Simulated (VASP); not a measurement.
Wanted: the native input for a VASP 6.6.1 run.

```yaml
Task: single point
Functional: PBE
Potentials_or_basis: VASP PAW PBE potentials, release 64 (Fe_sv, O)
Cutoff: 700 eV
k_mesh: 9 × 9 × 9
Occupations: gaussian, width 0.05 eV
Spin: collinear spin, ferromagnetic start
Starting_moments: "[3.0, 0.0] μB"
Dipole_correction: no
Further_INCAR_settings: ALGO = Normal; EDIFF = 1e-06; NBANDS = 22
```

The structure of FeO lies in POSCAR:

```
FeO
1.0
    0.0000000000      2.1554000000      2.1554000000
    2.1554000000      0.0000000000      2.1554000000
    2.1554000000      2.1554000000      0.0000000000
Fe O
1 1
Direct
    0.0000000000      0.0000000000      0.0000000000
    0.5000000000      0.5000000000      0.5000000000
```

These files were run (other wordings do the same):

INCAR

```
SYSTEM = FeO
PREC = Accurate
ENCUT = 700
EDIFF = 1E-6
ISMEAR = 0
SIGMA = 0.05
LREAL = .False.
LASPH = .True.
NELM = 200
ALGO = Normal
ISIF = 2
LWAVE = .False.
LCHARG = .False.
ISPIN = 2
MAGMOM = 3 0
LORBIT = 11
LMAXMIX = 4
GGA = PE
NBANDS = 22
GGA_COMPAT = .False.
```

KPOINTS

```
Automatic mesh
0
Gamma
  9 9 9
  0 0 0
```

Potentials or basis: VASP PAW PBE potentials, release 64 (Fe_sv, O).

Command:

```console
$ cat potpaw_PBE.64/Fe_sv/POTCAR potpaw_PBE.64/O/POTCAR > POTCAR
$ mpirun -np 1 vasp_std > vasp.out
```

Results of the run:

| Property | Result |
| --- | --- |
| Pressure | -1.4 GPa |
| Band gap on the k mesh | zero (filled and empty bands overlap) |
| Net moment | 4.00 μB per cell |
| Site moments | Fe +3.48; O +0.30 μB |
| Valence electrons inside the program's atomic spheres | Fe 13.62; O 4.99 |

Caveat: a cell with one magnetic atom can't hold antiferromagnetic order, which such compounds often take; semilocal functionals often make such compounds metallic where correlation or magnetic order opens a gap, which also shifts bond lengths.

Run time: 26 s on 1 thread of AMD EPYC 9R45 (Zen 5), with other jobs on the host, peak memory 0.16 GiB.
